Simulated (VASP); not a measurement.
Write the native input for VASP 6.6.1 that does the following.

```
Task                   : single point
Functional             : PBE
Potentials or basis    : VASP PAW PBE potentials, release 64 (Mg, C)
Cutoff                 : 520 eV
k mesh                 : 6 × 6 × 4
Occupations            : gaussian, width 0.02 eV
Spin                   : no spin polarisation
Dipole correction      : no
Further INCAR settings : ALGO = Normal; EDIFF = 1e-06; NBANDS = 12
```

The structure of MgC2 lies in POSCAR:

```
MgC2
1.0
    6.7524617729      0.0000000000      0.0000000000
   -3.3762308865      5.8478034334      0.0000000000
    0.0000000000      0.0000000000      5.2789492679
Mg C
1 2
Direct
    0.0000000000      0.0000000000      0.5000000000
    0.0000000000      0.0000000000      0.1174477502
    0.0000000000      0.0000000000      0.8825522498
```

One way to write it, as run:

INCAR

```
SYSTEM = MgC2
PREC = Accurate ; ENCUT = 520
EDIFF = 1E-6 ; ISMEAR = 0
SIGMA = 0.02 ; LREAL = .False.
LASPH = .True. ; NELM = 60
ALGO = Normal ; ISIF = 2
LWAVE = .False. ; LCHARG = .False.
GGA = PE ; NBANDS = 12
```

KPOINTS

```
Automatic mesh
0
Gamma
  6 6 4
  0 0 0
```

Potentials or basis: VASP PAW PBE potentials, release 64 (Mg, C).

The run is started by

```bash
$ cat potpaw_PBE.64/Mg/POTCAR potpaw_PBE.64/C/POTCAR > POTCAR
$ mpirun -np 1 vasp_std > vasp.out
```

It gave:

```
Pressure               : 0.1 GPa
Largest force          : 0.107 eV/Å
Band gap on the k mesh : 3.98 eV, indirect (least direct gap 3.99 eV)
```

Run time: 49 s on 1 thread of Intel Xeon 6975P-C, on a shared host, peak memory 0.3 GiB.
